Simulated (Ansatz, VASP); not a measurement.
# Two plane-wave programs on LaH3

```xyz
4
Lattice="0.0557 2.8143 2.8143 2.8143 0.0557 2.8143 2.8143 2.8143 0.0557" Properties=species:S:1:pos:R:3 pbc="T T T"
La    0.0000    0.0000    0.0000
H     2.8422    2.8422    2.8422
H     4.2633    4.2633    4.2633
H     1.4211    1.4211    1.4211
```

Alike in both runs: task single point; functional r2SCAN; k mesh 11 × 11 × 11; occupations fermi-dirac, width 0.1 eV; no spin polarisation.

|  | VASP | Ansatz |
| --- | --- | --- |
| version | VASP 6.6.1 | Ansatz 0.2.0 |
| potentials or method | VASP PAW PBE potentials, release 64 (La, H), cutoff 520 eV | plane waves, PAW |
| valence electrons in the cell | 14 | 14 |

```tsv
	VASP	Ansatz	Ansatz less VASP
pressure (GPa)	-0.3	0.1	+0.37
traceless stress, the component that is largest in VASP (GPa)	-1.61	-1.62	-0.006
```

VASP's potentials were made for PBE, not for r2SCAN.

Spin-orbit coupling is off throughout.
